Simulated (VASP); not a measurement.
# Ag (P6_3/mmc) in VASP: further runs

Runs on Ag. Level: PBEsol+D3(BJ). Tasks: single point.

All numbers are computed with VASP 6.6.1; they aren't measurements. Logs are shortened: lines on timing, memory, paths and dates and some standing lists are left out, and cuts for length are marked.

### Step 1. The cell of the first run

Symmetry: P6_3/mmc, No. 194, hexagonal system. Conventional cell: a = 2.813 Å, b = 2.813 Å, c = 9.298 Å, α = 90.00°, β = 90.00°, γ = 120.00°. Ag (site symmetry -3m) has 12 Ag at 2.81 to 2.84 Å within 3.7 Å. Ag (site symmetry -6m2) has 12 Ag at 2.81 to 2.84 Å within 3.7 Å.

This isn't the form of Ag at room conditions, which is fcc.

### Step 2. Single point, PBEsol+D3(BJ)

Input file INCAR:

```
SYSTEM = Ag
ALGO = Fast
EDIFF = 1E-6
ENCUT = 520
GGA = PS
ISIF = 2
ISMEAR = -1
IVDW = 12
LASPH = .True.
LCHARG = .False.
LREAL = .False.
LWAVE = .False.
NBANDS = 30
NELM = 80
PREC = Accurate
SIGMA = 0.05
```

Input file KPOINTS:

```
k-points
0
Gamma
  11 11 3
  0 0 0
```

Input file POSCAR:

```
Ag
1.0
    2.8127381591      0.0000000000      0.0000000000
   -1.4063690795      2.4359026999      0.0000000000
    0.0000000000      0.0000000000      9.2978199553
Ag
4
Direct
    0.0000000000      0.0000000000      0.5000000000
    0.0000000000      0.0000000000      0.0000000000
    0.6666666667      0.3333333333      0.7500000000
    0.3333333333      0.6666666667      0.2500000000
```

Potentials or basis: VASP PAW PBE potentials, release 64 (Ag).

Command:

```console
cat potpaw_PBE.64/Ag/POTCAR > POTCAR
mpirun -np 1 vasp_std > vasp.out
```

OUTCAR:

```text
SYSTEM = Ag
   EDIFF = 1E-6
   ENCUT = 520
   GGA = PS
   ISIF = 2
   ISMEAR = -1
   IVDW = 12
   LASPH = .True.
   LREAL = .False.
   NELM = 80
   PREC = Accurate
 IVDW          = 12

 ion  position               nearest neighbor table
   1  0.000  0.000  0.500-   3 2.84   4 2.84   4 2.84   3 2.84   3 2.84   4 2.84
   2  0.000  0.000  0.000-   3 2.84   4 2.84   4 2.84   3 2.84   3 2.84   4 2.84
   3  0.667  0.333  0.750-   1 2.84   2 2.84   1 2.84   2 2.84   1 2.84   2 2.84
   4  0.333  0.667  0.250-   1 2.84   2 2.84   1 2.84   2 2.84   1 2.84   2 2.84

  LATTYP: Found a hexagonal cell.
 ALAT       =     2.8127381591
 C/A-ratio  =     3.3056116245

  Lattice vectors:

 A1 = (   2.8127381591,   0.0000000000,   0.0000000000)
 A2 = (  -1.4063690795,   2.4359026999,   0.0000000000)
 A3 = (   0.0000000000,   0.0000000000,   9.2978199553)

Analysis of symmetry for initial positions (statically):
=====================================================================
 Subroutine PRICEL returns:
 Original cell was already a primitive cell.

 Routine SETGRP: Setting up the symmetry group for a
 hexagonal supercell.

 Subroutine GETGRP returns: Found 24 space group operations
 (whereof 12 operations were pure point group operations)
 out of a pool of 24 trial point group operations.

The static configuration has the point symmetry D_3d.
 The point group associated with its full space group is D_6h.

Analysis of symmetry for dynamics (positions and initial velocities):
=====================================================================
 Subroutine PRICEL returns:
 Original cell was already a primitive cell.

 Routine SETGRP: Setting up the symmetry group for a
 hexagonal supercell.

 Subroutine GETGRP returns: Found 24 space group operations
 (whereof 12 operations were pure point group operations)
 out of a pool of 24 trial point group operations.

The dynamic configuration has the point symmetry D_3d.
 The point group associated with its full space group is D_6h.

 Subroutine INISYM returns: Found 24 space group operations
 (whereof 12 operations are pure point group operations),
 and found     1 'primitive' translations

----------------------------------------------------------------------------------------

                                     Primitive cell

  volume of cell :      63.7045

  direct lattice vectors                    reciprocal lattice vectors
     2.812738159  0.000000000  0.000000000     0.355525450  0.205262714  0.000000000
    -1.406369079  2.435902700  0.000000000     0.000000000  0.410525429  0.000000000
     0.000000000  0.000000000  9.297819955     0.000000000  0.000000000  0.107552093

  length of vectors
     2.812738159  2.812738159  9.297819955     0.410525429  0.410525429  0.107552093

  position of ions in fractional coordinates (direct lattice)
     0.000000000  0.000000000  0.500000000
     0.000000000  0.000000000  0.000000000
     0.666666667  0.333333333  0.750000000
     0.333333333  0.666666667  0.250000000

  ion indices of the primitive-cell ions
   primitive index   ion index
                 1           1
                 2           2
                 3           3
                 4           4

----------------------------------------------------------------------------------------

 KPOINTS: k-points

Automatic generation of k-mesh.
 Grid dimensions read from file:
 generate k-points for:   11   11    3

 Generating k-lattice:

  Cartesian coordinates                     Fractional coordinates (reciprocal lattice)
     0.032320495  0.018660247  0.000000000     0.090909091  0.000000000  0.000000000
     0.000000000  0.037320494  0.000000000     0.000000000  0.090909091  0.000000000
     0.000000000  0.000000000  0.035850698     0.000000000  0.000000000  0.333333333

  Length of vectors
     0.037320494  0.037320494  0.035850698

  Shift w.r.t. Gamma in fractional coordinates (k-lattice)
     0.000000000  0.000000000  0.000000000

 Subroutine IBZKPT returns following result:
 ===========================================

 Found     32 irreducible k-points:

 Following reciprocal coordinates:
            Coordinates               Weight
  0.000000  0.000000  0.000000      1.000000
  0.090909  0.000000  0.000000      6.000000
  0.181818  0.000000  0.000000      6.000000
  0.272727  0.000000  0.000000      6.000000
  0.363636  0.000000  0.000000      6.000000
  0.454545  0.000000  0.000000      6.000000
[... 16 lines left out ...]
  0.090909  0.090909  0.333333     12.000000
  0.181818  0.090909  0.333333     24.000000
 [... further k-points ...]
   k-points           NKPTS =     32   k-points in BZ     NKDIM =     32   number of bands    NBANDS=     30
   number of dos      NEDOS =    301   number of ions     NIONS =      4
   total plane-waves  NPLWV =  40320
   dimension x,y,z NGX =    24 NGY =   24 NGZ =   70
   dimension x,y,z NGXF=    48 NGYF=   48 NGZF=  140
   ions per type =               4
   NGX,Y,Z   is equivalent  to a cutoff of  14.19, 14.19, 12.52 a.u.
   NGXF,Y,Z  is equivalent  to a cutoff of  28.37, 28.37, 25.03 a.u.
 SYSTEM =  Ag
   PREC   = accura    normal or accurate (medium, high low for compatibility)
   ISTART =      0    job   : 0-new  1-cont  2-samecut
   ICHARG =      2    charge: 1-file 2-atom 10-const
   ISPIN  =      1    spin polarized calculation?
   LNONCOLLINEAR =      F non collinear calculations
   LSORBIT =      F    spin-orbit coupling
   LASPH  =      T    aspherical Exc in radial PAW
   ENCUT  =  520.0 eV  38.22 Ry    6.18 a.u.   5.23  5.23 17.29*2*pi/ulx,y,z
   NELM   =     80;   NELMIN=  2; NELMDL= -5     # of ELM steps
   EDIFF  = 0.1E-05   stopping-criterion for ELM
   LREAL  =      F    real-space projection
   EDIFFG = 0.1E-04   stopping-criterion for IOM
   NSW    =      0    number of steps for IOM
   IBRION =     -1    ionic relax: 0-MD 1-quasi-New 2-CG
   NFREE  =      0    steps in history (QN), initial steepest desc. (CG)
   ISIF   =      2    stress and relaxation
   ISYM   =      2    0-nonsym 1-usesym 2-fastsym
   POTIM  = 0.5000    time-step for ionic-motion
   TEBEG  =    0.0;   TEEND  =   0.0 temperature during run
   PSTRESS=    0.0 pullay stress
   NELECT =      44.0000    total number of electrons
   NUPDOWN=      -1.0000    fix difference up-down
   EMIN   =  10.00;   EMAX   =-10.00  energy-range for DOS
   EFERMI =   0.00;   METHOD = LEGACY
   ISMEAR =    -1;   SIGMA  =   0.05  broadening in eV -4-tet -1-fermi 0-gaus
   EFERMI_NEDOS =   21; number of points for ismear=-14 and -15
   IALGO  =     68    algorithm
   IMIX   =      4    mixing-type and parameters
     AMIX     =   0.40;   BMIX     =  1.00
     AMIX_MAG =   1.60;   BMIX_MAG =  1.00
  volume/ion in A,a.u.               =      15.93       107.47
  Fermi-wavevector in a.u.,A,eV,Ry     =   1.447112  2.734646 28.492427  2.094134
  Thomas-Fermi vector in A             =   2.565104
   LORBIT       =      0    0 simple, 1 ext, 2 COOP (PROOUT), +10 PAW based schemes
   GGA     = PS    functional components
   LHFCALC =     F    Hartree Fock is set to
   AEXX    =    0.0000 exact exchange contribution
   IVDW    =    12    specifies the selected vdW correction
   LEPSILON=     F    determine dielectric tensor
   LRPA    =     F    only Hartree local field effects (RPA)
 non-spin polarized calculation
 RMM-DIIS sequential band-by-band and
  energy-cutoff  :      520.00
  volume of cell :       63.70
 maximum number of plane-waves:      1731
 NGX is ok and might be reduce to    24
   NGX = 11   NGY = 11   NGZ = 35

 number of electron      44.0000001 magnetization

 Free energy of the ion-electron system (eV)
  ---------------------------------------------------
  ext. energy  EPLUGINS =         0.00000000
  ---------------------------------------------------
  free energy    TOTEN  =       -13.17372684 eV

  energy without entropy =      -13.15794649  energy(sigma->0) =      -13.16583667

 E-fermi :   9.3406     XC(G=0): -12.8245

 val. band max:        9.2959660692   @ k =   0.3636   0.0909   0.0000
 cond. band min:       9.3498244239   @ k =   0.2727   0.1818   0.0000
 fundamental gap:      0.0538583547
 Fermi energy:         9.3406056360

 k-point     1 :       0.0000    0.0000    0.0000
  band No.  band energies     occupation
      1       0.8660      2.00000
      2       2.3092      2.00000
      3       2.3116      2.00000
      4       2.3555      2.00000
      5       4.1189      2.00000
      6       4.1684      2.00000
[... 22 lines left out ...]
     29      25.0725      0.00000
     30      26.0513      0.00000

 k-point     2 :       0.0909    0.0000    0.0000
  band No.  band energies     occupation
      1       1.1096      2.00000
      2       2.5064      2.00000
      3       2.5240      2.00000
      4       2.5268      2.00000
      5       3.9662      2.00000
      6       4.0966      2.00000
[... 22 lines left out ...]
     29      25.0056      0.00000
     30      25.3992      0.00000

 k-point     3 :       0.1818    0.0000    0.0000
  band No.  band energies     occupation
      1       1.7717      2.00000
      2       2.8099      2.00000
      3       2.9775      2.00000
      4       3.0192      2.00000
      5       3.5721      2.00000
      6       3.7305      2.00000
[... 22 lines left out ...]
     29      23.2420      0.00000
     30      23.2626      0.00000

 k-point     4 :       0.2727    0.0000    0.0000
  band No.  band energies     occupation
      1       2.4750      2.00000
      2       2.8064      2.00000
      3       2.9096      2.00000
      4       3.1380      2.00000
      5       3.4258      2.00000
      6       3.4421      2.00000
[... 22 lines left out ...]
     29      21.9159      0.00000
     30      21.9868      0.00000

 k-point     5 :       0.3636    0.0000    0.0000
  band No.  band energies     occupation
      1       2.5006      2.00000
      2       2.5726      2.00000
      3       2.6080      2.00000
      4       3.0250      2.00000
      5       3.1664      2.00000
      6       3.4476      2.00000
[... 22 lines left out ...]
     29      21.2835      0.00000
     30      21.5718      0.00000
[... 526 lines left out ...]
     29      20.1108      0.00000
     30      20.2911      0.00000

 k-point    22 :       0.4545    0.0000    0.3333
  band No.  band energies     occupation
      1       2.4639      2.00000
      2       2.4846      2.00000
      3       2.5578      2.00000
      4       2.7433      2.00000
      5       2.8661      2.00000
      6       2.9660      2.00000
[... 22 lines left out ...]
     29      19.3703      0.00000
     30      20.5907      0.00000

 k-point    23 :       0.0909    0.0909    0.3333
  band No.  band energies     occupation
      1       1.7666      2.00000
      2       2.3024      2.00000
      3       2.8320      2.00000
      4       2.9606      2.00000
      5       3.7625      2.00000
      6       3.8407      2.00000
[... 22 lines left out ...]
     29      23.9775      0.00000
     30      24.1467      0.00000

 k-point    24 :       0.1818    0.0909    0.3333
  band No.  band energies     occupation
      1       2.4506      2.00000
      2       2.7619      2.00000
      3       3.0993      2.00000
      4       3.2833      2.00000
      5       3.5103      2.00000
      6       3.6458      2.00000
[... 22 lines left out ...]
     29      22.1829      0.00000
     30      22.8519      0.00000

 [... further k-points ...]

------------------------ aborting loop because EDIFF is reached ----------------------------------------

 Edisp (eV)   -2.33888

 E8    (eV) :    -1.5519

  FORCE on cell =-STRESS in cart. coord.  units (eV):
  Direction    XX          YY          ZZ          XY          YZ          ZX
  --------------------------------------------------------------------------------------
  -------------------------------------------------------------------------------------
  Total      -0.11942    -0.11942    -0.11351    -0.00000     0.00000     0.00000
  in kB      -3.00332    -3.00332    -2.85483    -0.00000     0.00000     0.00000
  external pressure =       -2.95 kB  Pullay stress =        0.00 kB

 VOLUME and BASIS-vectors are now :
 -----------------------------------------------------------------------------
  energy-cutoff  :      520.00
  volume of cell :       63.70
      direct lattice vectors                 reciprocal lattice vectors
     2.812738159  0.000000000  0.000000000     0.355525450  0.205262714  0.000000000
    -1.406369079  2.435902700  0.000000000     0.000000000  0.410525429  0.000000000
     0.000000000  0.000000000  9.297819955     0.000000000  0.000000000  0.107552093

 POSITION                                       TOTAL-FORCE (eV/Angst)
 -----------------------------------------------------------------------------------
      0.00000      0.00000      4.64891        -0.000000      0.000000     -0.000000
      0.00000      0.00000      0.00000        -0.000000      0.000000     -0.000000
      1.40637      0.81197      6.97336         0.000000     -0.000000      0.000000
     -0.00000      1.62394      2.32445        -0.000000      0.000000      0.000000
 -----------------------------------------------------------------------------------
    total drift:                               -0.000000      0.000000      0.000000

  FREE ENERGIE OF THE ION-ELECTRON SYSTEM (eV)
  ---------------------------------------------------
  free  energy   TOTEN  =       -15.5126075579 eV

  energy  without entropy=      -15.4968272103  energy(sigma->0) =      -15.50471738
```

Run time: 48 s. Hardware: 1 thread of Intel Xeon Platinum 8488C (Sapphire Rapids), shared host; peak memory 0.21 GiB.

What came out:

```
Free energy                : -15.5126 eV
Pressure                   : -0.3 GPa
Band gap on the k mesh     : zero (bands 22 and 23 overlap by 5.96 eV)
Dispersion energy per atom : -0.585 eV
```

Levels at points of the mesh, in eV from the Fermi level:
| k point | band 19 | band 20 | band 21 | band 22 | band 23 | band 24 | band 25 | band 26 |
| --- | --- | --- | --- | --- | --- | --- | --- | --- |
| (0.00, 0.00, 0.00) | -3.82 | -3.59 | -3.59 | -3.15 | -3.15 | -0.87 | 3.68 | 11.23 |

Caveat: the PAW data sets were made with another functional, which shifts forces and pressure a little.

### Step 3. Single point, PBEsol+D3(BJ)

This run uses another cell than the first one, of 16.10 Å³/atom.

Input file INCAR:

```
ALGO = Fast
EDIFF = 1E-6
ENCUT = 520
GGA = PS
ISIF = 2
ISMEAR = -1
IVDW = 12
LASPH = True
LCHARG = True
LELF = True
LREAL = False
LVHAR = True
LWAVE = False
NBANDS = 30
NELM = 100
PREC = Accurate
SIGMA = 0.05
```

Input file KPOINTS:

```
k-points
0
Gamma
  11 11 3
```

Input file POSCAR:

```
Ag
1.0
    2.8221387025      0.0000000000      0.0000000000
   -1.4110693512      2.4440438094      0.0000000000
    0.0000000000      0.0000000000      9.3350436707
Ag
4
Direct
    0.0000000000      0.0000000000      0.5000000000
    0.0000000000      0.0000000000      0.0000000000
    0.6666666667      0.3333333333      0.7500000000
    0.3333333333      0.6666666667      0.2500000000
```

Potentials or basis: VASP PAW PBE potentials, release 64 (Ag).

Command:

```console
cat potpaw_PBE.64/Ag/POTCAR > POTCAR
mpirun -np 1 vasp_std > vasp.out
```

Run time: 49 s. Hardware: 1 thread of Intel Xeon Platinum 8488C (Sapphire Rapids), shared host; peak memory 0.22 GiB.

Results (log left out):

```yaml
Free_energy: -15.5088 eV
Pressure: -1.7 GPa
Band_gap_on_the_k_mesh: zero (bands 22 and 23 overlap by 5.93 eV)
Dispersion_energy_per_atom: -0.578 eV
```

Levels at points of the mesh, in eV from the Fermi level:
```
           k point  band 20  band 21  band 22  band 23  band 24  band 25
(0.00, 0.00, 0.00)    -3.57    -3.57    -3.14    -3.14    -0.84     3.61
```

Caveat: three body term missing; the PAW data sets were made with another functional, which shifts forces and pressure a little.

The gap in the log of VASP goes by the Fermi energy; the results here count the filled bands.